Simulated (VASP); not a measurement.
# MgO (Cmcm) in VASP: further runs

MgO is run at these levels: PBEsol; tasks: single point.

Program: VASP 6.6.1. These are calculated values, not measurements. Logs are shortened: lines on timing, memory, paths and dates and some standing lists are left out, and cuts for length are marked.

## (1) The cell of the first run

Symmetry: Cmcm, No. 63, orthorhombic system. The conventional cell has a = 4.214 Å, b = 4.214 Å, c = 4.214 Å, α = 90.00°, β = 90.00°, γ = 90.00°. Mg (site symmetry m2m) has 6 O at 2.06 to 2.16 Å within 2.7 Å. O (site symmetry m2m) has 6 Mg at 2.06 to 2.16 Å within 2.7 Å.

## (2) Single point, PBEsol (mode 4 (284.4 1/cm) frozen in, largest displacement +0.113 Å)

Contents of INCAR:

```
PREC = Accurate
ENCUT = 520
EDIFF = 1E-6
ISMEAR = 0
SIGMA = 0.05
LREAL = F
LASPH = T
NELM = 100
ALGO = Normal
ISIF = 2
LWAVE = F
LCHARG = F
GGA = PS
NBANDS = 16
```

Contents of KPOINTS:

```
Automatic mesh
0
Gamma
  8 8 6
```

Contents of POSCAR:

```
MgO
1.0
    0.0000000000     -2.1071057205     -2.1071057205
    0.0000000000      2.1071057205     -2.1071057205
    4.2142114411      0.0000000000      0.0000000000
Mg O
2 2
Direct
    0.4733046143      0.5266953857      0.5000000000
    0.0266953857     -0.0266953857      0.0000000000
    0.5149601294      0.4850398706      0.0000000000
   -0.0149601294      0.0149601294      0.5000000000
```

Potentials or basis: VASP PAW PBE potentials, release 64 (Mg, O).

Started as:

```bash
$ cat potpaw_PBE.64/Mg/POTCAR potpaw_PBE.64/O/POTCAR > POTCAR
$ mpirun -np 1 vasp_std > vasp.out
```

OUTCAR:

```text
PREC = Accurate
   ENCUT = 520
   EDIFF = 1E-6
   ISMEAR = 0
   LREAL = F
   LASPH = T
   NELM = 100
   ISIF = 2
   GGA = PS

 ion  position               nearest neighbor table
   1  0.473  0.527  0.500-   4 2.06   4 2.11   4 2.11   3 2.11   3 2.11   4 2.16   2 2.83   2 2.83
                             2 2.99   2 2.99   2 2.99   2 2.99   2 3.14   2 3.14
   2  0.027  0.973  0.000-   3 2.06   3 2.11   3 2.11   4 2.11   4 2.11   3 2.16   1 2.83   1 2.83
                             1 2.99   1 2.99   1 2.99   1 2.99   1 3.14   1 3.14
   3  0.515  0.485  0.000-   2 2.06   2 2.11   2 2.11   1 2.11   1 2.11   2 2.16
   4  0.985  0.015  0.500-   1 2.06   1 2.11   1 2.11   2 2.11   2 2.11   1 2.16

  LATTYP: Found a simple tetragonal cell.
 ALAT       =     2.9798974873
 C/A-ratio  =     1.4142135624

  Lattice vectors:

 A1 = (   0.0000000000,  -2.1071057205,  -2.1071057205)
 A2 = (   0.0000000000,   2.1071057205,  -2.1071057205)
 A3 = (   4.2142114411,   0.0000000000,   0.0000000000)

Analysis of symmetry for initial positions (statically):
=====================================================================
 Subroutine PRICEL returns:
 Original cell was already a primitive cell.

 Routine SETGRP: Setting up the symmetry group for a
 simple tetragonal supercell.

 Subroutine GETGRP returns: Found  8 space group operations
 (whereof  4 operations were pure point group operations)
 out of a pool of 16 trial point group operations.

The static configuration has the point symmetry C_2v.
 The point group associated with its full space group is D_2h.

Analysis of symmetry for dynamics (positions and initial velocities):
=====================================================================
 Subroutine PRICEL returns:
 Original cell was already a primitive cell.

 Routine SETGRP: Setting up the symmetry group for a
 simple tetragonal supercell.

 Subroutine GETGRP returns: Found  8 space group operations
 (whereof  4 operations were pure point group operations)
 out of a pool of 16 trial point group operations.

The dynamic configuration has the point symmetry C_2v.
 The point group associated with its full space group is D_2h.

 Subroutine INISYM returns: Found  8 space group operations
 (whereof  4 operations are pure point group operations),
 and found     1 'primitive' translations

----------------------------------------------------------------------------------------

                                     Primitive cell

  volume of cell :      37.4213

  direct lattice vectors                    reciprocal lattice vectors
     0.000000000 -2.107105720 -2.107105720     0.000000000 -0.237292318 -0.237292318
     0.000000000  2.107105720 -2.107105720     0.000000000  0.237292318 -0.237292318
     4.214211441  0.000000000  0.000000000     0.237292318  0.000000000  0.000000000

  length of vectors
     2.979897487  2.979897487  4.214211441     0.335582014  0.335582014  0.237292318

  position of ions in fractional coordinates (direct lattice)
     0.473304614  0.526695386  0.500000000
     0.026695386  0.973304614  0.000000000
     0.514960129  0.485039871  0.000000000
     0.985039871  0.014960129  0.500000000

  ion indices of the primitive-cell ions
   primitive index   ion index
                 1           1
                 2           2
                 3           3
                 4           4

----------------------------------------------------------------------------------------

 KPOINTS: Automatic mesh

Automatic generation of k-mesh.
 Grid dimensions read from file:
 generate k-points for:    8    8    6

 Generating k-lattice:

  Cartesian coordinates                     Fractional coordinates (reciprocal lattice)
     0.000000000 -0.029661540 -0.029661540     0.125000000  0.000000000  0.000000000
     0.000000000  0.029661540 -0.029661540     0.000000000  0.125000000  0.000000000
     0.039548720  0.000000000  0.000000000     0.000000000  0.000000000  0.166666667

  Length of vectors
     0.041947752  0.041947752  0.039548720

  Shift w.r.t. Gamma in fractional coordinates (k-lattice)
     0.000000000  0.000000000  0.000000000

 Subroutine IBZKPT returns following result:
 ===========================================

 Found     84 irreducible k-points:

 Following reciprocal coordinates:
            Coordinates               Weight
  0.000000  0.000000  0.000000      1.000000
  0.125000  0.000000  0.000000      4.000000
  0.250000  0.000000  0.000000      4.000000
  0.375000  0.000000  0.000000      4.000000
  0.500000  0.000000  0.000000      2.000000
  0.125000  0.125000  0.000000      2.000000
[... 16 lines left out ...]
  0.125000  0.000000  0.166667      8.000000
  0.250000  0.000000  0.166667      8.000000
 [... further k-points ...]
   k-points           NKPTS =     84   k-points in BZ     NKDIM =     84   number of bands    NBANDS=     16
   number of dos      NEDOS =    301   number of ions     NIONS =      4
   total plane-waves  NPLWV =  18432
   dimension x,y,z NGX =    24 NGY =   24 NGZ =   32
   dimension x,y,z NGXF=    48 NGYF=   48 NGZF=   64
   ions per type =               2   2
   NGX,Y,Z   is equivalent  to a cutoff of  13.39, 13.39, 12.62 a.u.
   NGXF,Y,Z  is equivalent  to a cutoff of  26.78, 26.78, 25.25 a.u.
 SYSTEM =  unknown system
   PREC   = accura    normal or accurate (medium, high low for compatibility)
   ISTART =      0    job   : 0-new  1-cont  2-samecut
   ICHARG =      2    charge: 1-file 2-atom 10-const
   ISPIN  =      1    spin polarized calculation?
   LNONCOLLINEAR =      F non collinear calculations
   LSORBIT =      F    spin-orbit coupling
   LASPH  =      T    aspherical Exc in radial PAW
   ENCUT  =  520.0 eV  38.22 Ry    6.18 a.u.   5.54  5.54  7.84*2*pi/ulx,y,z
   NELM   =    100;   NELMIN=  2; NELMDL= -5     # of ELM steps
   EDIFF  = 0.1E-05   stopping-criterion for ELM
   LREAL  =      F    real-space projection
   EDIFFG = 0.1E-04   stopping-criterion for IOM
   NSW    =      0    number of steps for IOM
   IBRION =     -1    ionic relax: 0-MD 1-quasi-New 2-CG
   NFREE  =      0    steps in history (QN), initial steepest desc. (CG)
   ISIF   =      2    stress and relaxation
   ISYM   =      2    0-nonsym 1-usesym 2-fastsym
   POTIM  = 0.5000    time-step for ionic-motion
   TEBEG  =    0.0;   TEEND  =   0.0 temperature during run
   PSTRESS=    0.0 pullay stress
   NELECT =      16.0000    total number of electrons
   NUPDOWN=      -1.0000    fix difference up-down
   EMIN   =  10.00;   EMAX   =-10.00  energy-range for DOS
   EFERMI =   0.00;   METHOD = LEGACY
   ISMEAR =     0;   SIGMA  =   0.05  broadening in eV -4-tet -1-fermi 0-gaus
   EFERMI_NEDOS =   21; number of points for ismear=-14 and -15
   IALGO  =     38    algorithm
   IMIX   =      4    mixing-type and parameters
     AMIX     =   0.40;   BMIX     =  1.00
     AMIX_MAG =   1.60;   BMIX_MAG =  1.00
  volume/ion in A,a.u.               =       9.36        63.13
  Fermi-wavevector in a.u.,A,eV,Ry     =   1.233318  2.330634 20.695468  1.521074
  Thomas-Fermi vector in A             =   2.368053
   LORBIT       =      0    0 simple, 1 ext, 2 COOP (PROOUT), +10 PAW based schemes
   GGA     = PS    functional components
   LHFCALC =     F    Hartree Fock is set to
   AEXX    =    0.0000 exact exchange contribution
   IVDW    =     0    specifies the selected vdW correction
   LEPSILON=     F    determine dielectric tensor
   LRPA    =     F    only Hartree local field effects (RPA)
 non-spin polarized calculation
 Gauss-broadening in eV      SIGMA  =   0.05
  energy-cutoff  :      520.00
  volume of cell :       37.42
 maximum number of plane-waves:      1032
 NGX is ok and might be reduce to    24
   NGX = 11   NGY = 11   NGZ = 15

 number of electron      16.0000000 magnetization

 Free energy of the ion-electron system (eV)
  ---------------------------------------------------
  ext. energy  EPLUGINS =         0.00000000
  ---------------------------------------------------
  free energy    TOTEN  =       -24.91299844 eV

  energy without entropy =      -24.91299844  energy(sigma->0) =      -24.91299844

 E-fermi :   3.3503     XC(G=0): -11.3042

 val. band max:        3.0854764323   @ k =   0.0000   0.0000   0.0000
 cond. band min:       7.6453805288   @ k =   0.0000   0.0000   0.0000
 fundamental gap:      4.5599040965
 Fermi energy:         3.3503127720

 k-point     1 :       0.0000    0.0000    0.0000
  band No.  band energies     occupation
      1     -14.1332      2.00000
      2     -12.5507      2.00000
      3      -1.0699      2.00000
      4       1.7016      2.00000
      5       1.7073      2.00000
      6       3.0491      2.00000
[... 8 lines left out ...]
     15      18.9915      0.00000
     16      21.8160      0.00000

 k-point     2 :       0.1250    0.0000    0.0000
  band No.  band energies     occupation
      1     -14.0214      2.00000
      2     -12.5373      2.00000
      3      -0.9174      2.00000
      4       1.2399      2.00000
      5       1.7563      2.00000
      6       2.4000      2.00000
[... 8 lines left out ...]
     15      19.1189      0.00000
     16      21.4547      0.00000

 k-point     3 :       0.2500    0.0000    0.0000
  band No.  band energies     occupation
      1     -13.7146      2.00000
      2     -12.5334      2.00000
      3      -0.4756      2.00000
      4       0.3101      2.00000
      5       1.1632      2.00000
      6       1.9126      2.00000
[... 8 lines left out ...]
     15      19.8549      0.00000
     16      20.9374      0.00000
[... 362 lines left out ...]
 k-point    23 :       0.1250    0.0000    0.1667
  band No.  band energies     occupation
      1     -13.9258      2.00000
      2     -12.6397      2.00000
      3      -0.8162      2.00000
      4       1.3788      2.00000
      5       1.8177      2.00000
      6       1.9161      2.00000
[... 8 lines left out ...]
     15      19.2375      0.00000
     16      21.3580      0.00000

 k-point    24 :       0.2500    0.0000    0.1667
  band No.  band energies     occupation
      1     -13.6324      2.00000
      2     -12.6066      2.00000
      3      -0.7019      2.00000
      4       0.7246      2.00000
      5       0.7697      2.00000
      6       1.9684      2.00000
[... 8 lines left out ...]
     15      19.6489      0.00000
     16      20.8677      0.00000

 [... further k-points ...]

------------------------ aborting loop because EDIFF is reached ----------------------------------------

  FORCE on cell =-STRESS in cart. coord.  units (eV):
  Direction    XX          YY          ZZ          XY          YZ          ZX
  --------------------------------------------------------------------------------------
  -------------------------------------------------------------------------------------
  Total        0.1012303      0.0451499     -0.2810981      0.0000000      0.0000000      0.0000000
  in kB        4.3341336      1.9330731    -12.0350942      0.0000000      0.0000000      0.0000000
  external PRESSURE =      -1.9226292 kB  Pullay stress =       0.0000000 kB

 VOLUME and BASIS-vectors are now :
 -----------------------------------------------------------------------------
  energy-cutoff  :      520.00
  volume of cell :       37.42
      direct lattice vectors                 reciprocal lattice vectors
     0.000000000 -2.107105720 -2.107105720     0.000000000 -0.237292318 -0.237292318
     0.000000000  2.107105720 -2.107105720     0.000000000  0.237292318 -0.237292318
     4.214211441  0.000000000  0.000000000     0.237292318  0.000000000  0.000000000

 POSITION                                       TOTAL-FORCE (eV/Angst)
 -----------------------------------------------------------------------------------
      2.10711      0.11250     -2.10711         0.000000     -0.831974      0.000000
      0.00000      1.99461     -2.10711         0.000000      0.831974      0.000000
      0.00000     -0.06305     -2.10711         0.000000      0.298993      0.000000
      2.10711     -2.04406     -2.10711         0.000000     -0.298993      0.000000
 -----------------------------------------------------------------------------------
    total drift:                                0.000000     -0.000000     -0.000000

  FREE ENERGIE OF THE ION-ELECTRON SYSTEM (eV)
  ---------------------------------------------------
  free  energy   TOTEN  =       -24.9129984427 eV

  energy  without entropy=      -24.9129984427  energy(sigma->0) =      -24.91299844
```

Wall time 15 s (1 thread of Intel Xeon 6975P-C (Granite Rapids), shared host); peak memory 0.18 GiB.

Results:

```yaml
Free_energy: -24.9130 eV
Pressure: -0.2 GPa
Largest_force: 0.832 eV/Å
Band_gap_on_the_k_mesh: 4.56 eV, direct
```

Forces on the atoms (eV/Å):
```
Mg   0.000 -0.832  0.000
Mg   0.000  0.832  0.000
O    0.000  0.299  0.000
O    0.000 -0.299  0.000
```

Stress tensor (GPa, compression positive):
```
 0.43  0.00  0.00
 0.00  0.19  0.00
 0.00  0.00 -1.20
```

Caveat: the cell differs from its parent crystal (mode 4 (284.4 1/cm) frozen in, largest displacement +0.113 Å); the PAW data sets were made with another functional, which shifts forces and pressure a little.

## (3) Single point, PBEsol

Contents of INCAR:

```
SYSTEM = MgO
  PREC = Accurate
  ENCUT = 520
  EDIFF = 1E-6
  ISMEAR = 0
  SIGMA = 0.05
  LREAL = .False.
  LASPH = .True.
  NELM = 100
  ALGO = Normal
  ISIF = 2
  LWAVE = .False.
  LCHARG = .False.
  GGA = PS
  NBANDS = 16
```

Contents of KPOINTS:

```
regular mesh
0
Gamma
  8 8 6
  0 0 0
```

Contents of POSCAR:

```
MgO
1.0
    0.0000000000     -2.1071057205     -2.1071057205
    0.0000000000      2.1071057205     -2.1071057205
    4.2142114411      0.0000000000      0.0000000000
Mg O
2 2
Direct
    0.4466092285      0.5533907715      0.5000000000
    0.0533907715     -0.0533907715      0.0000000000
    0.5299202588      0.4700797412      0.0000000000
   -0.0299202588      0.0299202588      0.5000000000
```

Potentials or basis: VASP PAW PBE potentials, release 64 (Mg, O).

Started as:

```bash
$ cat potpaw_PBE.64/Mg/POTCAR potpaw_PBE.64/O/POTCAR > POTCAR
$ mpirun -np 1 vasp_std > vasp.out
```

Wall time 14 s (1 thread of Intel Xeon 6975P-C (Granite Rapids), shared host); peak memory 0.17 GiB.

The run converged. Its results:

| Quantity | Value |
| --- | --- |
| Free energy | -24.5717 eV |
| Pressure | 1.0 GPa |
| Largest force | 1.727 eV/Å |
| Band gap on the k mesh | 4.38 eV, direct |

Forces in eV/Å, atoms in the order of the input:
```
Mg   0.000 -1.727  0.000
Mg   0.000  1.727  0.000
O    0.000  0.566  0.000
O    0.000 -0.566  0.000
```

Stress tensor (GPa, compression positive):
```
 3.69  0.00  0.00
 0.00  2.27  0.00
 0.00  0.00 -3.12
```

Levels at points of the mesh, in eV from the valence-band top:
```tsv
k point	band 6	band 7	band 8	band 9	band 10	band 11
(0.00, 0.00, 0.00)	-0.14	-0.13	0.00	4.38	8.94	9.65
(0.50, 0.00, 0.00)	-1.76	-0.86	-0.61	9.08	9.17	10.43
(0.50, 0.50, 0.00)	-1.45	-1.44	-1.36	8.72	8.79	9.36
(0.00, 0.00, 0.50)	-0.82	-0.82	-0.82	7.74	7.74	10.74
(0.50, 0.00, 0.50)	-0.75	-0.66	-0.66	7.53	7.53	12.15
(0.50, 0.50, 0.50)	-3.08	-1.68	-1.68	10.45	10.45	11.33
```

Caveat: the PAW data sets were made with another functional, which shifts forces and pressure a little.
